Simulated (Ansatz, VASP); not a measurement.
# One calculation of K3SbI, two programs

```
CELL_PARAMETERS angstrom
6.46125 0.00000 0.00000
0.00000 6.46125 0.00000
0.00000 0.00000 6.46125
ATOMIC_POSITIONS crystal
K 0.00000 0.50000 0.50000
K 0.50000 0.00000 0.50000
K 0.50000 0.50000 0.00000
Sb 0.00000 0.00000 0.00000
I 0.50000 0.50000 0.50000
```

Change from the starting cell: species swapped into the Mn3GaC type (Pm-3m, No. 221).

Alike in both runs: functional PBE; k mesh 6 × 6 × 6; occupations gaussian, width 0.1 eV; no spin polarisation.

Ansatz relaxed the structure, and its values are those at the end. VASP's run is a single point on that final structure, the one shown.

|  | VASP | Ansatz |
| --- | --- | --- |
| version | VASP 6.6.1 | Ansatz 0.2.0 |
| potentials or method | VASP PAW PBE potentials, release 64 (K_sv, Sb, I), cutoff 520 eV | scalar-relativistic, plane waves, PAW |
| valence electrons in the cell | 39 | 59 |

|  | VASP | Ansatz | Ansatz less VASP |
| --- | --- | --- | --- |
| gap on the k mesh at the Fermi level (eV) | none | none | - |
| pressure (GPa) | 0.0 | 0.0 | -0.02 |

A gap of «none» marks a metal or a gap that the smearing closes. VASP's potentials hold 39 valence electrons a cell and Ansatz's 59, so a difference there can come from the potentials and not from the codes.

Spin-orbit coupling is off throughout.
